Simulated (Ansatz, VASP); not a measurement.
## Two plane-wave programs on SiC

The input INCAR:

```
PREC = Accurate
ENCUT = 520
EDIFF = 1E-6
ISMEAR = 0
SIGMA = 0.05
LREAL = F
LASPH = T
NELM = 60
ALGO = Normal
ISIF = 2
LWAVE = F
LCHARG = T
GGA = PE
LELF = T
LVHAR = T
NBANDS = 26
```

File KPOINTS:

```
Automatic mesh
0
Gamma
  10 10 3
```

The input POSCAR:

```
SiC
1.0
   -3.0941201809      0.0000000000      0.0000000000
   -1.5470600905     -2.6795866790      0.0000000000
    0.0000000000      0.0000000000     16.1293391998
Si C
4 4
Direct
    0.6666666667      0.6666666667      0.0590604156
    0.3333333333      0.3333333333      0.3730639552
    1.0000000000      1.0000000000      0.5301004971
    1.0000000000      1.0000000000      0.2160969575
    0.6666666667      0.6666666667      0.5689790899
    0.3333333333      0.3333333333      0.2549755503
    0.0000000000      0.0000000000      0.4123794730
    0.0000000000      0.0000000000      0.0983759334
```

Input for Ansatz:

```yaml
crystal:
  lattice:
    - [-3.0941201809, 0.0, 0.0]
    - [-1.5470600905, -2.679586679, 0.0]
    - [0.0, 0.0, 16.1293391998]
  atoms:
    - { symbol: Si, position: [0.6666666667, 0.6666666667, 0.0590604156] }
    - { symbol: Si, position: [0.3333333333, 0.3333333333, 0.3730639552] }
    - { symbol: Si, position: [1.0, 1.0, 0.5301004971] }
    - { symbol: Si, position: [1.0, 1.0, 0.2160969575] }
    - { symbol: C, position: [0.6666666667, 0.6666666667, 0.5689790899] }
    - { symbol: C, position: [0.3333333333, 0.3333333333, 0.2549755503] }
    - { symbol: C, position: [0.0, 0.0, 0.412379473] }
    - { symbol: C, position: [0.0, 0.0, 0.0983759334] }
basis:
  ecutwfc: 420
kpoints:
  mp_grid: { grid: [10, 10, 3] }
hamiltonian:
  xc: pbe
scf:
  occupations: { method: gaussian, width: 0.05 }
output:
  forces: true
  stress: true
  eigenvalues: true
```

Alike in both runs: task single point; functional PBE; k mesh 10 × 10 × 3; occupations gaussian, width 0.05 eV; no spin polarisation.

|  | VASP | Ansatz |
| --- | --- | --- |
| version | VASP 6.6.1 | Ansatz 0.2.0 |
| potentials or method | VASP PAW PBE potentials, release 64 (Si, C), cutoff 520 eV | scalar-relativistic, plane waves, PAW |
| valence electrons in the cell | 32 | 32 |

Ansatz gave:

* gap on the k mesh at the Fermi level (eV): none
* rms of the force components (eV/Å): 0.853

Problem. What did VASP give for the same quantities?

Solution. gap on the k mesh at the Fermi level (eV): none; rms of the force components (eV/Å): 0.851.

Atom by atom the forces differ by 0.005 eV/Å (rms over components). A gap of «none» marks a metal or a gap that the smearing closes.
